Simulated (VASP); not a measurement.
A run of VASP 6.6.1 is set up as follows.

INCAR

```
PREC = Accurate
ENCUT = 600
EDIFF = 1E-6
ISMEAR = 0
SIGMA = 0.02
LREAL = F
LASPH = T
NELM = 120
ALGO = Normal
ISIF = 2
LWAVE = F
LCHARG = F
GGA = PS
NBANDS = 11
GGA_COMPAT = F
```

The input KPOINTS:

```
regular mesh
0
Gamma
  10 10 10
```

The input POSCAR:

```
AlN
1.0
    0.0000000000      2.0815328485      2.0815328485
    2.0815328485      0.0000000000      2.0815328485
    2.0815328485      2.0815328485      0.0000000000
Al N
1 1
Direct
    0.5000000000      0.5000000000      0.5000000000
    0.0000000000      0.0000000000      0.0000000000
```

Potentials or basis: VASP PAW PBE potentials, release 64 (Al, N).

The run is started by

```bash
$ cat potpaw_PBE.64/Al/POTCAR potpaw_PBE.64/N/POTCAR > POTCAR
$ mpirun -np 1 vasp_std > vasp.out
```

Problem. Estimate the pressure.

Solution. -19.3 GPa.

Problem. Predict the band gap on the k mesh.

Solution. 3.75 eV (least direct gap 4.47 eV).

Caveat: the cell stands under tension; the PAW data sets were made with another functional, which shifts forces and pressure a little. A k mesh can miss the band edges.
